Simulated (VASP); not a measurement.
# K (Fd-3m) in VASP: further runs

The runs below take K through single point, relaxation of cell and atoms, with PBE.

Everything below comes from runs of VASP 6.6.1. Logs are shortened: lines on timing, memory, paths and dates and some standing lists are left out, and cuts for length are marked.

### 1 The cell of the first run

It takes space group Fd-3m (No. 227, cubic). The conventional cell has a = 9.611 Å, b = 9.611 Å, c = 9.611 Å, α = 90.00°, β = 90.00°, γ = 90.00°. K (site symmetry -43m) has 4 K at 4.16 Å within 5.5 Å.

This isn't the form of K at room conditions, which is bcc.

### 2 Single point, PBE (110.98 Å³/atom)

Input file INCAR:

```
ALGO = Normal
EDIFF = 1E-7
ENCUT = 520
GGA = PE
ISIF = 2
ISMEAR = -1
LASPH = T
LCHARG = F
LREAL = F
LWAVE = F
NBANDS = 16
NELM = 80
PREC = Accurate
SIGMA = 0.1
```

Input file KPOINTS:

```
k-points
0
Gamma
  8 8 8
```

Input file POSCAR:

```
K
1.0
    0.0000000000      4.8055537704      4.8055537704
    4.8055537704      0.0000000000      4.8055537704
    4.8055537704      4.8055537704      0.0000000000
K
2
Direct
   -0.1250000000     -0.1250000000     -0.1250000000
    0.1250000000      0.1250000000      0.1250000000
```

Potentials or basis: VASP PAW PBE potentials, release 64 (K_sv).

Launch:

```
$ cat potpaw_PBE.64/K_sv/POTCAR > POTCAR
$ mpirun -np 1 vasp_std > vasp.out
```

OUTCAR:

```text
EDIFF = 1E-7
   ENCUT = 520
   GGA = PE
   ISIF = 2
   ISMEAR = -1
   LASPH = T
   LREAL = F
   NELM = 80
   PREC = Accurate

 ion  position               nearest neighbor table
   1  0.875  0.875  0.875-
   2  0.125  0.125  0.125-

  LATTYP: Found a face centered cubic cell.
 ALAT       =     9.6111075408

  Lattice vectors:

 A1 = (   0.0000000000,   4.8055537704,   4.8055537704)
 A2 = (   4.8055537704,   0.0000000000,   4.8055537704)
 A3 = (   4.8055537704,   4.8055537704,   0.0000000000)

Analysis of symmetry for initial positions (statically):
=====================================================================
 Subroutine PRICEL returns:
 Original cell was already a primitive cell.

 Routine SETGRP: Setting up the symmetry group for a
 face centered cubic supercell.

 Subroutine GETGRP returns: Found 48 space group operations
 (whereof 12 operations were pure point group operations)
 out of a pool of 48 trial point group operations.

The static configuration has the point symmetry D_3d.
 The point group associated with its full space group is O_h .

Analysis of symmetry for dynamics (positions and initial velocities):
=====================================================================
 Subroutine PRICEL returns:
 Original cell was already a primitive cell.

 Routine SETGRP: Setting up the symmetry group for a
 face centered cubic supercell.

 Subroutine GETGRP returns: Found 48 space group operations
 (whereof 12 operations were pure point group operations)
 out of a pool of 48 trial point group operations.

The dynamic configuration has the point symmetry D_3d.
 The point group associated with its full space group is O_h .

 Subroutine INISYM returns: Found 48 space group operations
 (whereof 12 operations are pure point group operations),
 and found     1 'primitive' translations

----------------------------------------------------------------------------------------

                                     Primitive cell

  volume of cell :     221.9526

  direct lattice vectors                    reciprocal lattice vectors
     0.000000000  4.805553770  4.805553770    -0.104046281  0.104046281  0.104046281
     4.805553770  0.000000000  4.805553770     0.104046281 -0.104046281  0.104046281
     4.805553770  4.805553770  0.000000000     0.104046281  0.104046281 -0.104046281

  length of vectors
     6.796079317  6.796079317  6.796079317     0.180213446  0.180213446  0.180213446

  position of ions in fractional coordinates (direct lattice)
     0.875000000  0.875000000  0.875000000
     0.125000000  0.125000000  0.125000000

  ion indices of the primitive-cell ions
   primitive index   ion index
                 1           1
                 2           2

----------------------------------------------------------------------------------------

 KPOINTS: k-points

Automatic generation of k-mesh.
 Grid dimensions read from file:
 generate k-points for:    8    8    8

 Generating k-lattice:

  Cartesian coordinates                     Fractional coordinates (reciprocal lattice)
    -0.013005785  0.013005785  0.013005785     0.125000000  0.000000000  0.000000000
     0.013005785 -0.013005785  0.013005785     0.000000000  0.125000000  0.000000000
     0.013005785  0.013005785 -0.013005785     0.000000000  0.000000000  0.125000000

  Length of vectors
     0.022526681  0.022526681  0.022526681

  Shift w.r.t. Gamma in fractional coordinates (k-lattice)
     0.000000000  0.000000000  0.000000000

 Subroutine IBZKPT returns following result:
 ===========================================

 Found     29 irreducible k-points:

 Following reciprocal coordinates:
            Coordinates               Weight
  0.000000  0.000000  0.000000      1.000000
  0.125000  0.000000  0.000000      8.000000
  0.250000  0.000000  0.000000      8.000000
  0.375000  0.000000  0.000000      8.000000
  0.500000  0.000000  0.000000      4.000000
  0.125000  0.125000  0.000000      6.000000
[... 16 lines left out ...]
  0.500000  0.250000  0.125000     48.000000
 -0.375000  0.250000  0.125000     24.000000
 [... further k-points ...]
   k-points           NKPTS =     29   k-points in BZ     NKDIM =     29   number of bands    NBANDS=     16
   number of dos      NEDOS =    301   number of ions     NIONS =      2
   total plane-waves  NPLWV = 157464
   dimension x,y,z NGX =    54 NGY =   54 NGZ =   54
   dimension x,y,z NGXF=   108 NGYF=  108 NGZF=  108
   ions per type =               2
   NGX,Y,Z   is equivalent  to a cutoff of  13.21, 13.21, 13.21 a.u.
   NGXF,Y,Z  is equivalent  to a cutoff of  26.42, 26.42, 26.42 a.u.
 SYSTEM =  unknown system
   PREC   = accura    normal or accurate (medium, high low for compatibility)
   ISTART =      0    job   : 0-new  1-cont  2-samecut
   ICHARG =      2    charge: 1-file 2-atom 10-const
   ISPIN  =      1    spin polarized calculation?
   LNONCOLLINEAR =      F non collinear calculations
   LSORBIT =      F    spin-orbit coupling
   LASPH  =      T    aspherical Exc in radial PAW
   ENCUT  =  520.0 eV  38.22 Ry    6.18 a.u.  12.64 12.64 12.64*2*pi/ulx,y,z
   NELM   =     80;   NELMIN=  2; NELMDL= -5     # of ELM steps
   EDIFF  = 0.1E-06   stopping-criterion for ELM
   LREAL  =      F    real-space projection
   EDIFFG = 0.1E-05   stopping-criterion for IOM
   NSW    =      0    number of steps for IOM
   IBRION =     -1    ionic relax: 0-MD 1-quasi-New 2-CG
   NFREE  =      0    steps in history (QN), initial steepest desc. (CG)
   ISIF   =      2    stress and relaxation
   ISYM   =      2    0-nonsym 1-usesym 2-fastsym
   POTIM  = 0.5000    time-step for ionic-motion
   TEBEG  =    0.0;   TEEND  =   0.0 temperature during run
   PSTRESS=    0.0 pullay stress
   NELECT =      18.0000    total number of electrons
   NUPDOWN=      -1.0000    fix difference up-down
   EMIN   =  10.00;   EMAX   =-10.00  energy-range for DOS
   EFERMI =   0.00;   METHOD = LEGACY
   ISMEAR =    -1;   SIGMA  =   0.10  broadening in eV -4-tet -1-fermi 0-gaus
   EFERMI_NEDOS =   21; number of points for ismear=-14 and -15
   IALGO  =     38    algorithm
   IMIX   =      4    mixing-type and parameters
     AMIX     =   0.40;   BMIX     =  1.00
     AMIX_MAG =   1.60;   BMIX_MAG =  1.00
  volume/ion in A,a.u.               =     110.98       748.91
  Fermi-wavevector in a.u.,A,eV,Ry     =   0.708618  1.339094  6.832024  0.502140
  Thomas-Fermi vector in A             =   1.794982
   LORBIT       =      0    0 simple, 1 ext, 2 COOP (PROOUT), +10 PAW based schemes
   GGA     = PE    functional components
   LHFCALC =     F    Hartree Fock is set to
   AEXX    =    0.0000 exact exchange contribution
   IVDW    =     0    specifies the selected vdW correction
   LEPSILON=     F    determine dielectric tensor
   LRPA    =     F    only Hartree local field effects (RPA)
 non-spin polarized calculation
  energy-cutoff  :      520.00
  volume of cell :      221.95
 maximum number of plane-waves:      6008
 NGX is ok and might be reduce to    54
   NGX = 25   NGY = 25   NGZ = 25

 number of electron      17.9999999 magnetization

 Free energy of the ion-electron system (eV)
  ---------------------------------------------------
  ext. energy  EPLUGINS =         0.00000000
  ---------------------------------------------------
  free energy    TOTEN  =        -1.52708955 eV

  energy without entropy =       -1.47420869  energy(sigma->0) =       -1.50064912

 E-fermi :  -0.8097     XC(G=0):  -4.6630

 val. band max:       -0.9054151887   @ k =   0.5000   0.0000   0.0000
 cond. band min:      -0.7980736957   @ k =  -0.3750   0.3750   0.0000
 fundamental gap:      0.1073414929
 Fermi energy:        -0.8097474371

 k-point     1 :       0.0000    0.0000    0.0000
  band No.  band energies     occupation
      1     -33.4156      2.00000
      2     -33.4028      2.00000
      3     -16.9174      2.00000
      4     -16.9174      2.00000
      5     -16.9174      2.00000
      6     -16.8587      2.00000
[... 8 lines left out ...]
     15       1.8595      0.00000
     16       1.9436      0.00000

 k-point     2 :       0.1250    0.0000    0.0000
  band No.  band energies     occupation
      1     -33.4152      2.00000
      2     -33.4032      2.00000
      3     -16.9183      2.00000
      4     -16.9183      2.00000
      5     -16.9170      2.00000
      6     -16.8592      2.00000
[... 8 lines left out ...]
     15       1.8931      0.00000
     16       1.9814      0.00000

 k-point     3 :       0.2500    0.0000    0.0000
  band No.  band energies     occupation
      1     -33.4143      2.00000
      2     -33.4042      2.00000
      3     -16.9205      2.00000
      4     -16.9205      2.00000
      5     -16.9163      2.00000
      6     -16.8604      2.00000
[... 8 lines left out ...]
     15       1.7818      0.00000
     16       2.2219      0.00000

 k-point     4 :       0.3750    0.0000    0.0000
  band No.  band energies     occupation
      1     -33.4130      2.00000
      2     -33.4054      2.00000
      3     -16.9225      2.00000
      4     -16.9225      2.00000
      5     -16.9155      2.00000
      6     -16.8616      2.00000
[... 8 lines left out ...]
     15       1.6763      0.00000
     16       2.4775      0.00000

 k-point     5 :       0.5000    0.0000    0.0000
  band No.  band energies     occupation
      1     -33.4124      2.00000
      2     -33.4060      2.00000
      3     -16.9233      2.00000
      4     -16.9233      2.00000
      5     -16.9151      2.00000
      6     -16.8622      2.00000
[... 8 lines left out ...]
     15       1.6427      0.00000
     16       2.6075      0.00000

 k-point     6 :       0.1250    0.1250    0.0000
  band No.  band energies     occupation
      1     -33.4151      2.00000
      2     -33.4033      2.00000
      3     -16.9194      2.00000
      4     -16.9194      2.00000
      5     -16.9152      2.00000
      6     -16.8610      2.00000
[... 8 lines left out ...]
     15       2.0247      0.00000
     16       2.1210      0.00000

 k-point     7 :       0.2500    0.1250    0.0000
  band No.  band energies     occupation
      1     -33.4143      2.00000
      2     -33.4041      2.00000
      3     -16.9216      2.00000
      4     -16.9216      2.00000
      5     -16.9132      2.00000
      6     -16.8633      2.00000
[... 8 lines left out ...]
     15       2.0334      0.00000
     16       2.2122      0.00000

 k-point     8 :       0.3750    0.1250    0.0000
  band No.  band energies     occupation
      1     -33.4131      2.00000
      2     -33.4053      2.00000
      3     -16.9242      2.00000
      4     -16.9236      2.00000
      5     -16.9113      2.00000
      6     -16.8655      2.00000
[... 8 lines left out ...]
     15       1.9837      0.00000
     16       2.3290      0.00000

 k-point     9 :       0.5000    0.1250    0.0000
  band No.  band energies     occupation
      1     -33.4122      2.00000
      2     -33.4063      2.00000
      3     -16.9261      2.00000
      4     -16.9242      2.00000
      5     -16.9103      2.00000
      6     -16.8667      2.00000
[... 8 lines left out ...]
     15       2.0774      0.00000
     16       2.5900      0.00000
[... 172 lines left out ...]
 k-point    19 :       0.5000    0.3750    0.0000
  band No.  band energies     occupation
      1     -33.4104      2.00000
      2     -33.4080      2.00000
      3     -16.9293      2.00000
      4     -16.9285      2.00000
      5     -16.8948      2.00000
      6     -16.8825      2.00000
[... 8 lines left out ...]
     15       2.5155      0.00000
     16       2.6872      0.00000

 k-point    20 :      -0.3750    0.3750    0.0000
  band No.  band energies     occupation
      1     -33.4101      2.00000
      2     -33.4083      2.00000
      3     -16.9303      2.00000
      4     -16.9275      2.00000
      5     -16.8955      2.00000
      6     -16.8816      2.00000
[... 8 lines left out ...]
     15       2.3136      0.00000
     16       2.7750      0.00000

 k-point    21 :       0.5000    0.5000    0.0000
  band No.  band energies     occupation
      1     -33.4092      2.00000
      2     -33.4092      2.00000
      3     -16.9293      2.00000
      4     -16.9293      2.00000
      5     -16.8887      2.00000
      6     -16.8887      2.00000
[... 8 lines left out ...]
     15       2.6968      0.00000
     16       2.6968      0.00000

 k-point    22 :       0.3750    0.2500    0.1250
  band No.  band energies     occupation
      1     -33.4134      2.00000
      2     -33.4051      2.00000
      3     -16.9252      2.00000
      4     -16.9229      2.00000
      5     -16.9097      2.00000
      6     -16.8671      2.00000
[... 8 lines left out ...]
     15       2.0089      0.00000
     16       2.3700      0.00000

 k-point    23 :       0.5000    0.2500    0.1250
  band No.  band energies     occupation
      1     -33.4122      2.00000
      2     -33.4063      2.00000
      3     -16.9278      2.00000
      4     -16.9247      2.00000
      5     -16.9060      2.00000
      6     -16.8709      2.00000
[... 8 lines left out ...]
     15       2.0173      0.00000
     16       2.4582      0.00000

 k-point    24 :      -0.3750    0.2500    0.1250
  band No.  band energies     occupation
      1     -33.4115      2.00000
      2     -33.4070      2.00000
      3     -16.9287      2.00000
      4     -16.9256      2.00000
      5     -16.9043      2.00000
      6     -16.8727      2.00000
[... 8 lines left out ...]
     15       2.1875      0.00000
     16       2.5477      0.00000

 [... further k-points ...]

------------------------ aborting loop because EDIFF is reached ----------------------------------------

  FORCE on cell =-STRESS in cart. coord.  units (eV):
  Direction    XX          YY          ZZ          XY          YZ          ZX
  --------------------------------------------------------------------------------------
  -------------------------------------------------------------------------------------
  Total        0.0003325      0.0003325      0.0003325      0.0000000     -0.0000000      0.0000000
  in kB        0.0024001      0.0024001      0.0024001      0.0000000     -0.0000000      0.0000000
  external PRESSURE =       0.0024001 kB  Pullay stress =       0.0000000 kB

 VOLUME and BASIS-vectors are now :
 -----------------------------------------------------------------------------
  energy-cutoff  :      520.00
  volume of cell :      221.95
      direct lattice vectors                 reciprocal lattice vectors
     0.000000000  4.805553770  4.805553770    -0.104046281  0.104046281  0.104046281
     4.805553770  0.000000000  4.805553770     0.104046281 -0.104046281  0.104046281
     4.805553770  4.805553770  0.000000000     0.104046281  0.104046281 -0.104046281

 POSITION                                       TOTAL-FORCE (eV/Angst)
 -----------------------------------------------------------------------------------
      8.40972      8.40972      8.40972         0.000000      0.000000     -0.000000
      1.20139      1.20139      1.20139        -0.000000     -0.000000      0.000000
 -----------------------------------------------------------------------------------
    total drift:                               -0.000000      0.000000     -0.000000

  FREE ENERGIE OF THE ION-ELECTRON SYSTEM (eV)
  ---------------------------------------------------
  free  energy   TOTEN  =        -1.5270895539 eV

  energy  without entropy=       -1.4742086917  energy(sigma->0) =       -1.50064912
```

Wall time 2.5 min (1 thread of Oxide Virtual Turin-like, shared host); peak memory 0.39 GiB.

What came out:

| Property | Result |
| --- | --- |
| Free energy | -1.5271 eV |
| Pressure | 0.0 GPa |
| Band gap on the k mesh | zero (bands 9 and 10 overlap by 0.33 eV) |

### 3 Relaxation of cell and atoms, PBE

This run uses another cell than the first one, of 92.18 Å³/atom.

Input file INCAR:

```
PREC = Accurate
ENCUT = 600
EDIFF = 1E-6
ISMEAR = -1
SIGMA = 0.1
LREAL = False
LASPH = True
NELM = 60
ALGO = Normal
ISIF = 3
LWAVE = False
LCHARG = False
GGA = PE
IBRION = 2
NSW = 60
EDIFFG = -0.005
```

Input file KPOINTS:

```
Automatic mesh
0
Gamma
  8 8 8
```

Input file POSCAR:

```
K
1.0
    0.0000000000      4.5172588256      4.5172588256
    4.5172588256      0.0000000000      4.5172588256
    4.5172588256      4.5172588256      0.0000000000
K
2
Direct
   -0.1250000000     -0.1250000000     -0.1250000000
    0.1250000000      0.1250000000      0.1250000000
```

Potentials or basis: VASP PAW PBE potentials, release 64 (K_sv).

Launch:

```
$ cat potpaw_PBE.64/K_sv/POTCAR > POTCAR
$ mpirun -np 1 vasp_std > vasp.out
```

Wall time 8.5 min (1 thread of Oxide Virtual Turin-like, shared host); peak memory 0.41 GiB.

The run converged. Its results:

```yaml
Free_energy: -1.5259 eV
Relaxed_volume: 111.68 Å³/atom
Relaxed_cell: a = 6.810 Å, b = 6.810 Å, c = 6.810 Å, α = 60.00°, β = 60.00°, γ = 60.00°
Space_group_after_relaxing_to_0.1_Å: Fd-3m (No. 227)
Energy_gained_by_relaxing: 16.2 meV/atom
Ionic_steps: 5
Pressure_after_relaxing: 0.0 GPa
Band_gap_on_the_k_mesh: zero (bands 9 and 10 overlap by 0.32 eV)
```

The path:
```csv
step,energy change (eV),largest force (eV/Å),pressure (GPa),volume (Å³)
1,0.0000,0.0000,0.31,184.36
2,-0.0087,0.0000,0.26,189.22
3,-0.0262,0.0000,0.12,204.31
4,-0.0290,0.0000,-0.07,236.86
5,-0.0324,0.0000,-0.01,223.36
```

Final structure:
```
CELL_PARAMETERS angstrom
0.00000 4.81572 4.81572
4.81572 0.00000 4.81572
4.81572 4.81572 0.00000
ATOMIC_POSITIONS crystal
K 0.87500 0.87500 0.87500
K 0.12500 0.12500 0.12500
```

Levels at points of the mesh, in eV from the Fermi level:
```
           k point  band 6  band 7  band 8  band 9  band 10  band 11  band 12  band 13
(0.00, 0.00, 0.00)  -16.05  -16.05  -16.05   -1.66     2.36     2.36     2.36     2.66
(0.50, 0.00, 0.00)  -16.05  -16.04  -16.04   -0.60    -0.09     2.15     2.15     2.45
(0.50, 0.50, 0.00)  -16.08  -16.04  -16.04    0.03     0.03     1.42     1.42     1.67
```

Caveat: the volume moved by over 15 % at a fixed basis, so the end points are rough.

The gap in the log of VASP goes by the Fermi energy; the results here count the filled bands.